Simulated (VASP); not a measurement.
Here is a VASP 6.6.1 calculation.

Contents of INCAR:

```
PREC     = Accurate       # precision mode
ENCUT    = 520            # plane-wave cutoff, eV
EDIFF    = 1E-8           # SCF threshold, eV
ISMEAR   = -1             # smearing method
SIGMA    = 0.03           # smearing width, eV
LREAL    = False          # projectors in reciprocal space
LASPH    = True           # aspherical terms in the spheres
NELM     = 100            # most SCF steps
ALGO     = Normal         # electronic algorithm
ISIF     = 2              # what is computed and relaxed
LWAVE    = False          # write WAVECAR
LCHARG   = False          # write CHGCAR
GGA      = PE             # functional
LEFG     = True         
NBANDS   = 7              # bands
```

Contents of KPOINTS:

```
regular mesh
0
Gamma
  16 16 16
```

Contents of POSCAR:

```
Mg
1.0
    0.0000000000      2.2291934254      2.2291934254
    2.2291934254      0.0000000000      2.2291934254
    2.2291934254      2.2291934254      0.0000000000
Mg
1
Direct
    0.0000000000      0.0000000000      0.0000000000
```

Potentials or basis: VASP PAW PBE potentials, release 64 (Mg).

The run is started by

```sh
$ cat potpaw_PBE.64/Mg/POTCAR > POTCAR
$ mpirun -np 1 vasp_std > vasp.out
```

**Question.** What does it give for the band gap on the k mesh?

**Answer.** Zero (band 1 reaches 4.28 eV, above the bottom of band 2 at 1.53 eV).

**Question.** Predict the pressure.

**Answer.** 1.5 GPa.

Caveat: without QUAD_EFG the Cq values of the log hold for a quadrupole moment of 1 mb, not for the nuclei.
